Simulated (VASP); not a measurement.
Crystal: B5As2.

```
B As
1.0
     4.18646    0.00000    0.00000
    -2.09323    3.62558    0.00000
     0.00000    0.00000    5.87192
B As
5 2
Direct
  0.51433 0.48567 0.00000
  0.51433 0.02866 0.00000
  0.97134 0.48567 0.00000
  0.33333 0.66667 0.20557
  0.33333 0.66667 0.79443
  0.33333 0.66667 0.50000
  0.00000 0.00000 0.50000
```

The cell was built from a structure type or drawn by symmetry, and may not be a known phase.

```yaml
Program: VASP 6.6.1
Task: relaxation of cell and atoms
Functional: PBE
Potentials_or_basis: VASP PAW PBE potentials, release 64 (B, As)
Cutoff: 500 eV
k_mesh: 5 × 5 × 3
Occupations: gaussian, width 0.2 eV
Spin: no spin polarisation
```

At the start: pressure 13.4 GPa; volume 12.73 Å³/atom.

How do energy, volume and symmetry change on relaxing?

Over 16 steps the energy falls by 237.5 meV/atom and the volume is 13.77 Å³/atom (+8.1 %); space group P-6m2 (No. 187, to 0.1 Å) before and after.

Step by step:
| step | energy change (eV) | largest force (eV/Å) | pressure (GPa) | volume (Å³) |
| --- | --- | --- | --- | --- |
| 1 | 0.0000 | 6.5423 | 13.39 | 89.13 |
| 2 | -0.8990 | 2.9193 | 1.81 | 102.76 |
| 3 | -1.5550 | 1.0829 | 2.51 | 95.80 |
| 4 | -1.5573 | 1.0041 | 2.61 | 95.63 |
| 5 | -1.5588 | 0.8966 | 2.75 | 95.42 |
| 6 | -1.5987 | 0.3213 | -2.14 | 98.64 |
| 7 | -1.6143 | 0.1156 | -0.54 | 97.49 |
| 8 | -1.6195 | 0.1708 | -0.23 | 97.06 |
| 9 | -1.6268 | 0.3107 | 0.64 | 95.84 |
| 10 | -1.6295 | 0.3105 | 0.67 | 95.76 |
| 11 | -1.6372 | 0.3009 | 0.76 | 95.53 |
| 12 | -1.6481 | 0.2322 | 1.03 | 95.07 |
| 13 | -1.6313 | 0.1833 | 1.93 | 94.14 |
| 14 | -1.6495 | 0.1926 | 1.16 | 94.89 |
| 15 | -1.6575 | 0.1170 | 0.70 | 95.40 |
| 16 | -1.6625 | 0.0121 | -0.06 | 96.36 |

Final structure:
```
CELL_PARAMETERS angstrom
4.13575 0.00000 0.00000
-2.06788 3.58167 0.00000
0.00000 0.00000 6.50541
ATOMIC_POSITIONS crystal
B 0.50308 0.49692 0.00000
B 0.50308 0.00616 0.00000
B 0.99384 0.49692 0.00000
B 0.33333 0.66667 0.18717
B 0.33333 0.66667 0.81283
As 0.33333 0.66667 0.50000
As 0.00000 0.00000 0.50000
```
